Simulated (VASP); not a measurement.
# TaN (P1) in VASP: a series of runs

The runs below take TaN through single point, with PBEsol.

All numbers are computed with VASP 6.6.1; they aren't measurements. Logs are shortened: lines on timing, memory, paths and dates and some standing lists are left out, and cuts for length are marked.

## (1) The cell of the first run

The typed cell holds 2 atoms: a = 2.938 Å, b = 2.938 Å, c = 2.883 Å, α = 90.00°, β = 90.00°, γ = 120.00°.

## (2) Single point, PBEsol (all N atoms moved -0.100 Å, as atom 2 along Cartesian [1 1 1])

INCAR reads:

```
ALGO = Fast
EDIFF = 1E-7
ENCUT = 520
GGA = PS
ISIF = 2
ISMEAR = 0
LASPH = True
LCHARG = False
LREAL = False
LWAVE = False
NBANDS = 15
NELM = 80
PREC = Accurate
SIGMA = 0.15
```

KPOINTS reads:

```
k-points
0
Gamma
  18 18 16
```

POSCAR reads:

```
TaN
1.0
    2.9379988584      0.0000000000      0.0000000000
   -1.4689994292      2.5443816477      0.0000000000
    0.0000000000      0.0000000000      2.8830000000
Ta N
1 1
Direct
    0.3333333333      0.6666666667      0.5000000000
   -0.0309967310     -0.0226911820     -0.0200260239
```

Potentials or basis: VASP PAW PBE potentials, release 64 (Ta_pv, N).

Run with:

```console
> cat potpaw_PBE.64/Ta_pv/POTCAR potpaw_PBE.64/N/POTCAR > POTCAR
> mpirun -np 1 vasp_std > vasp.out
```

OUTCAR:

```text
EDIFF = 1E-7
   ENCUT = 520
   GGA = PS
   ISIF = 2
   ISMEAR = 0
   LASPH = True
   LREAL = False
   NELM = 80
   PREC = Accurate

 ion  position               nearest neighbor table
   1  0.333  0.667  0.500-   2 2.13   2 2.21   2 2.21   2 2.23   2 2.28   2 2.31
   2  0.969  0.977  0.980-   1 2.13   1 2.21   1 2.21   1 2.23   1 2.28   1 2.31

  LATTYP: Found a hexagonal cell.
 ALAT       =     2.9379988584
 C/A-ratio  =     0.9812801635

  Lattice vectors:

 A1 = (   2.9379988584,   0.0000000000,   0.0000000000)
 A2 = (  -1.4689994292,   2.5443816477,   0.0000000000)
 A3 = (   0.0000000000,   0.0000000000,   2.8830000000)

Analysis of symmetry for initial positions (statically):
=====================================================================
 Subroutine PRICEL returns:
 Original cell was already a primitive cell.

 Routine SETGRP: Setting up the symmetry group for a
 hexagonal supercell.

 Subroutine GETGRP returns: Found  1 space group operations
 (whereof  1 operations were pure point group operations)
 out of a pool of 24 trial point group operations.

The static configuration has the point symmetry C_1 .

Analysis of symmetry for dynamics (positions and initial velocities):
=====================================================================
 Subroutine PRICEL returns:
 Original cell was already a primitive cell.

 Routine SETGRP: Setting up the symmetry group for a
 hexagonal supercell.

 Subroutine GETGRP returns: Found  1 space group operations
 (whereof  1 operations were pure point group operations)
 out of a pool of 24 trial point group operations.

The dynamic configuration has the point symmetry C_1 .

 Subroutine INISYM returns: Found  1 space group operations
 (whereof  1 operations are pure point group operations),
 and found     1 'primitive' translations

----------------------------------------------------------------------------------------

                                     Primitive cell

  volume of cell :      21.5516

  direct lattice vectors                    reciprocal lattice vectors
     2.937998858  0.000000000  0.000000000     0.340367729  0.196511400  0.000000000
    -1.468999429  2.544381648  0.000000000     0.000000000  0.393022800  0.000000000
     0.000000000  0.000000000  2.883000000     0.000000000  0.000000000  0.346860909

  length of vectors
     2.937998858  2.937998858  2.883000000     0.393022800  0.393022800  0.346860909

  position of ions in fractional coordinates (direct lattice)
     0.333333333  0.666666667  0.500000000
     0.969003269  0.977308818  0.979973976

  ion indices of the primitive-cell ions
   primitive index   ion index
                 1           1
                 2           2

----------------------------------------------------------------------------------------

 KPOINTS: k-points

Automatic generation of k-mesh.
 Grid dimensions read from file:
 generate k-points for:   18   18   16

 Generating k-lattice:

  Cartesian coordinates                     Fractional coordinates (reciprocal lattice)
     0.018909318  0.010917300  0.000000000     0.055555556 -0.000000000  0.000000000
     0.000000000  0.021834600  0.000000000     0.000000000  0.055555556  0.000000000
     0.000000000  0.000000000  0.021678807     0.000000000  0.000000000  0.062500000

  Length of vectors
     0.021834600  0.021834600  0.021678807

  Shift w.r.t. Gamma in fractional coordinates (k-lattice)
     0.000000000  0.000000000  0.000000000

 Subroutine IBZKPT returns following result:
 ===========================================

 Found   2596 irreducible k-points:

 Following reciprocal coordinates:
            Coordinates               Weight
  0.000000  0.000000  0.000000      1.000000
  0.055556  0.000000  0.000000      2.000000
  0.000000  0.055556  0.000000      2.000000
 -0.055556  0.055556  0.000000      2.000000
  0.111111  0.000000  0.000000      2.000000
  0.000000  0.111111  0.000000      2.000000
[... 16 lines left out ...]
  0.444444 -0.000000  0.000000      2.000000
  0.000000  0.444444  0.000000      2.000000
 [... further k-points ...]
   k-points           NKPTS =   2596   k-points in BZ     NKDIM =   2596   number of bands    NBANDS=     15
   number of dos      NEDOS =    301   number of ions     NIONS =      2
   total plane-waves  NPLWV =  13824
   dimension x,y,z NGX =    24 NGY =   24 NGZ =   24
   dimension x,y,z NGXF=    48 NGYF=   48 NGZF=   48
   ions per type =               1   1
   NGX,Y,Z   is equivalent  to a cutoff of  13.58, 13.58, 13.84 a.u.
   NGXF,Y,Z  is equivalent  to a cutoff of  27.16, 27.16, 27.68 a.u.
 SYSTEM =  unknown system
   PREC   = accura    normal or accurate (medium, high low for compatibility)
   ISTART =      0    job   : 0-new  1-cont  2-samecut
   ICHARG =      2    charge: 1-file 2-atom 10-const
   ISPIN  =      1    spin polarized calculation?
   LNONCOLLINEAR =      F non collinear calculations
   LSORBIT =      F    spin-orbit coupling
   LASPH  =      T    aspherical Exc in radial PAW
   ENCUT  =  520.0 eV  38.22 Ry    6.18 a.u.   5.46  5.46  5.36*2*pi/ulx,y,z
   NELM   =     80;   NELMIN=  2; NELMDL= -5     # of ELM steps
   EDIFF  = 0.1E-06   stopping-criterion for ELM
   LREAL  =      F    real-space projection
   EDIFFG = 0.1E-05   stopping-criterion for IOM
   NSW    =      0    number of steps for IOM
   IBRION =     -1    ionic relax: 0-MD 1-quasi-New 2-CG
   NFREE  =      0    steps in history (QN), initial steepest desc. (CG)
   ISIF   =      2    stress and relaxation
   ISYM   =      2    0-nonsym 1-usesym 2-fastsym
   POTIM  = 0.5000    time-step for ionic-motion
   TEBEG  =    0.0;   TEEND  =   0.0 temperature during run
   PSTRESS=    0.0 pullay stress
   NELECT =      16.0000    total number of electrons
   NUPDOWN=      -1.0000    fix difference up-down
   EMIN   =  10.00;   EMAX   =-10.00  energy-range for DOS
   EFERMI =   0.00;   METHOD = LEGACY
   ISMEAR =     0;   SIGMA  =   0.15  broadening in eV -4-tet -1-fermi 0-gaus
   EFERMI_NEDOS =   21; number of points for ismear=-14 and -15
   IALGO  =     68    algorithm
   IMIX   =      4    mixing-type and parameters
     AMIX     =   0.40;   BMIX     =  1.00
     AMIX_MAG =   1.60;   BMIX_MAG =  1.00
  volume/ion in A,a.u.               =      10.78        72.72
  Fermi-wavevector in a.u.,A,eV,Ry     =   1.482366  2.801265 29.897546  2.197408
  Thomas-Fermi vector in A             =   2.596161
   LORBIT       =      0    0 simple, 1 ext, 2 COOP (PROOUT), +10 PAW based schemes
   GGA     = PS    functional components
   LHFCALC =     F    Hartree Fock is set to
   AEXX    =    0.0000 exact exchange contribution
   IVDW    =     0    specifies the selected vdW correction
   LEPSILON=     F    determine dielectric tensor
   LRPA    =     F    only Hartree local field effects (RPA)
 non-spin polarized calculation
 RMM-DIIS sequential band-by-band and
 Gauss-broadening in eV      SIGMA  =   0.15
  energy-cutoff  :      520.00
  volume of cell :       21.55
 maximum number of plane-waves:       605
 NGX is ok and might be reduce to    24
   NGX = 11   NGY = 11   NGZ = 11

 number of electron      16.0000000 magnetization

 Free energy of the ion-electron system (eV)
  ---------------------------------------------------
  ext. energy  EPLUGINS =         0.00000000
  ---------------------------------------------------
  free energy    TOTEN  =       -23.73507841 eV

  energy without entropy =      -23.73439124  energy(sigma->0) =      -23.73473482

 E-fermi :   8.0565     XC(G=0): -13.5013

 val. band max:        8.0459313944   @ k =   0.0000   0.0000   0.4375
 cond. band min:       8.0829864046   @ k =  -0.0556   0.0556   0.5000
 fundamental gap:      0.0370550101
 Fermi energy:         8.0564778641

 k-point     1 :       0.0000    0.0000    0.0000
  band No.  band energies     occupation
      1     -26.6827      2.00000
      2     -26.4185      2.00000
      3     -26.4132      2.00000
      4      -9.6449      2.00000
      5       3.3845      2.00000
      6       3.4713      2.00000
      7       3.9071      2.00000
      8       5.3257      2.00000
      9      10.1118      0.00000
     10      11.4075      0.00000
     11      11.9370      0.00000
     12      12.1160      0.00000
     13      12.3105      0.00000
     14      21.0546      0.00000
     15      23.9437      0.00000

 k-point     2 :       0.0556    0.0000    0.0000
  band No.  band energies     occupation
      1     -26.6783      2.00000
      2     -26.4479      2.00000
      3     -26.4258      2.00000
      4      -9.5767      2.00000
      5       3.2495      2.00000
      6       3.4891      2.00000
      7       3.9494      2.00000
      8       5.2287      2.00000
      9      10.3142      0.00000
     10      11.3232      0.00000
     11      11.9176      0.00000
     12      12.2082      0.00000
     13      12.3042      0.00000
     14      21.1215      0.00000
     15      24.0733      0.00000

 k-point     3 :       0.0000    0.0556    0.0000
  band No.  band energies     occupation
      1     -26.6785      2.00000
      2     -26.4515      2.00000
      3     -26.4213      2.00000
      4      -9.5816      2.00000
      5       3.2147      2.00000
      6       3.5249      2.00000
      7       3.9538      2.00000
      8       5.2519      2.00000
      9      10.3079      0.00000
     10      11.4266      0.00000
     11      11.8636      0.00000
     12      12.0982      0.00000
     13      12.3401      0.00000
     14      21.0047      0.00000
     15      24.0945      0.00000
[... 343 lines left out ...]
 k-point    23 :       0.4444   -0.0000    0.0000
  band No.  band energies     occupation
      1     -27.4390      2.00000
      2     -26.6482      2.00000
      3     -26.5382      2.00000
      4      -7.2529      2.00000
      5      -0.3401      2.00000
      6       2.7178      2.00000
      7       4.5813      2.00000
      8       5.0107      2.00000
      9      11.1801      0.00000
     10      11.7858      0.00000
     11      13.2186      0.00000
     12      13.7569      0.00000
     13      15.4473      0.00000
     14      19.9278      0.00000
     15      23.9861      0.00000

 k-point    24 :       0.0000    0.4444    0.0000
  band No.  band energies     occupation
      1     -27.4216      2.00000
      2     -26.6418      2.00000
      3     -26.5443      2.00000
      4      -7.5081      2.00000
      5       0.0037      2.00000
      6       3.0981      2.00000
      7       4.3002      2.00000
      8       5.2325      2.00000
      9      11.0510      0.00000
     10      11.9133      0.00000
     11      12.8925      0.00000
     12      13.3211      0.00000
     13      15.3891      0.00000
     14      19.8137      0.00000
     15      23.5943      0.00000

 [... further k-points ...]

------------------------ aborting loop because EDIFF is reached ----------------------------------------

  FORCE on cell =-STRESS in cart. coord.  units (eV):
  Direction    XX          YY          ZZ          XY          YZ          ZX
  --------------------------------------------------------------------------------------
  -------------------------------------------------------------------------------------
  Total       -0.2534231     -0.4888848     -0.2358432      0.1648564      0.1637054      0.1853105
  in kB      -18.8398835    -36.3444945    -17.5329654     12.2556959     12.1701225     13.7762838
  external PRESSURE =     -24.2391144 kB  Pullay stress =       0.0000000 kB

 VOLUME and BASIS-vectors are now :
 -----------------------------------------------------------------------------
  energy-cutoff  :      520.00
  volume of cell :       21.55
      direct lattice vectors                 reciprocal lattice vectors
     2.937998858  0.000000000  0.000000000     0.340367729  0.196511400  0.000000000
    -1.468999429  2.544381648  0.000000000     0.000000000  0.393022800  0.000000000
     0.000000000  0.000000000  2.883000000     0.000000000  0.000000000  0.346860909

 POSITION                                       TOTAL-FORCE (eV/Angst)
 -----------------------------------------------------------------------------------
     -0.00000      1.69625      1.44150        -0.805642     -0.756147     -0.826316
      1.41126      2.48665      2.82526         0.805642      0.756147      0.826316
 -----------------------------------------------------------------------------------
    total drift:                                0.000036      0.000009      0.000062

  FREE ENERGIE OF THE ION-ELECTRON SYSTEM (eV)
  ---------------------------------------------------
  free  energy   TOTEN  =       -23.7350784090 eV

  energy  without entropy=      -23.7343912375  energy(sigma->0) =      -23.73473482
```

Run time: 25 min. Hardware: 1 thread of Oxide Virtual Turin-like, shared host; peak memory 0.84 GiB.

What came out:

```
Free energy            : -23.7351 eV
Pressure               : -2.4 GPa
Largest force          : 1.380 eV/Å
Band gap on the k mesh : zero (bands 8 and 9 overlap by 0.18 eV)
```

Forces in eV/Å, atoms in the order of the input:
```
Ta  -0.806 -0.756 -0.826
N    0.806  0.756  0.826
```

Levels at points of the mesh, in eV from the Fermi level:
| k point | band 5 | band 6 | band 7 | band 8 | band 9 | band 10 | band 11 | band 12 |
| --- | --- | --- | --- | --- | --- | --- | --- | --- |
| (0.00, 0.00, 0.00) | -4.67 | -4.59 | -4.15 | -2.73 | 2.06 | 3.35 | 3.88 | 4.06 |
| (0.50, 0.00, 0.00) | -8.49 | -5.40 | -3.53 | -3.02 | 3.10 | 4.03 | 5.26 | 5.67 |
| (0.00, 0.50, 0.00) | -8.12 | -5.01 | -3.79 | -2.82 | 2.97 | 4.11 | 4.79 | 5.40 |
| (0.50, 0.50, 0.00) | -8.22 | -5.13 | -3.94 | -2.64 | 2.98 | 4.08 | 5.09 | 5.38 |
| (0.00, 0.00, 0.50) | -9.34 | -4.17 | -3.30 | -0.10 | -0.06 | 2.56 | 2.68 | 4.07 |
| (0.50, 0.00, 0.50) | -7.12 | -5.91 | -5.49 | -0.60 | 4.22 | 5.40 | 6.13 | 6.84 |
| (0.00, 0.50, 0.50) | -7.47 | -6.33 | -5.78 | -0.09 | 4.09 | 5.37 | 6.09 | 7.39 |
| (0.50, 0.50, 0.50) | -7.36 | -6.22 | -5.66 | -0.25 | 4.03 | 5.38 | 6.10 | 7.24 |

Caveat: the cell differs from its parent crystal (all N atoms moved -0.100 Å, as atom 2 along Cartesian [1 1 1]); the PAW data sets were made with another functional, which shifts forces and pressure a little; spin-orbit coupling is left out, which moves the levels of the heavy elements.

## (3) Single point, PBEsol (all N atoms moved +0.075 Å, as atom 2 along Cartesian [1 1 1])

INCAR reads:

```
PREC = Accurate
ENCUT = 520
EDIFF = 1E-6
ISMEAR = 0
SIGMA = 0.15
LREAL = False
LASPH = True
NELM = 80
ALGO = Fast
ISIF = 2
LWAVE = False
LCHARG = False
GGA = PS
NBANDS = 15
```

KPOINTS reads:

```
Automatic mesh
0
Gamma
  18 18 16
```

POSCAR, as its differences from that of step 2:

```diff
@@ -9,2 +9,2 @@
     0.3333333333      0.6666666667      0.5000000000
-   -0.0309967310     -0.0226911820     -0.0200260239
+    0.0232475482      0.0170183865      0.0150195179
```

Potentials or basis: VASP PAW PBE potentials, release 64 (Ta_pv, N).

Run with:

```console
> cat potpaw_PBE.64/Ta_pv/POTCAR potpaw_PBE.64/N/POTCAR > POTCAR
> mpirun -np 1 vasp_std > vasp.out
```

Run time: 22 min. Hardware: 1 thread of Oxide Virtual Turin-like, shared host; peak memory 0.85 GiB.

Results (log left out):

```
Free energy            : -23.7658 eV
Pressure               : -3.2 GPa
Largest force          : 0.991 eV/Å
Band gap on the k mesh : zero (bands 8 and 9 overlap by 0.27 eV)
```

Forces on the atoms (eV/Å):
```
Ta   0.538  0.565  0.611
N   -0.538 -0.565 -0.611
```

Stress tensor (GPa, compression positive):
```
-3.96 -0.41  0.62
-0.41 -2.74  0.69
 0.62  0.69 -2.83
```

Levels at points of the mesh, in eV from the Fermi level:
| k point | band 6 | band 7 | band 8 | band 9 | band 10 | band 11 |
| --- | --- | --- | --- | --- | --- | --- |
| (0.00, 0.00, 0.00) | -4.49 | -4.21 | -2.80 | 2.15 | 3.31 | 3.88 |
| (0.50, 0.00, 0.00) | -4.99 | -3.51 | -3.14 | 2.98 | 4.11 | 4.75 |
| (0.00, 0.50, 0.00) | -5.31 | -3.68 | -2.90 | 3.05 | 4.04 | 5.29 |
| (0.50, 0.50, 0.00) | -5.23 | -3.79 | -2.79 | 3.02 | 4.05 | 5.31 |
| (0.00, 0.00, 0.50) | -4.07 | -3.39 | -0.12 | -0.05 | 2.52 | 2.82 |
| (0.50, 0.00, 0.50) | -6.35 | -5.82 | -0.08 | 4.15 | 5.37 | 6.08 |
| (0.00, 0.50, 0.50) | -6.03 | -5.56 | -0.49 | 4.15 | 5.39 | 6.11 |
| (0.50, 0.50, 0.50) | -6.12 | -5.60 | -0.40 | 4.10 | 5.38 | 6.10 |

Caveat: the cell differs from its parent crystal (all N atoms moved +0.075 Å, as atom 2 along Cartesian [1 1 1]); the cell stands under tension; the PAW data sets were made with another functional, which shifts forces and pressure a little; spin-orbit coupling is left out, which moves the levels of the heavy elements.

The gap in the log of VASP goes by the Fermi energy; the results here count the filled bands.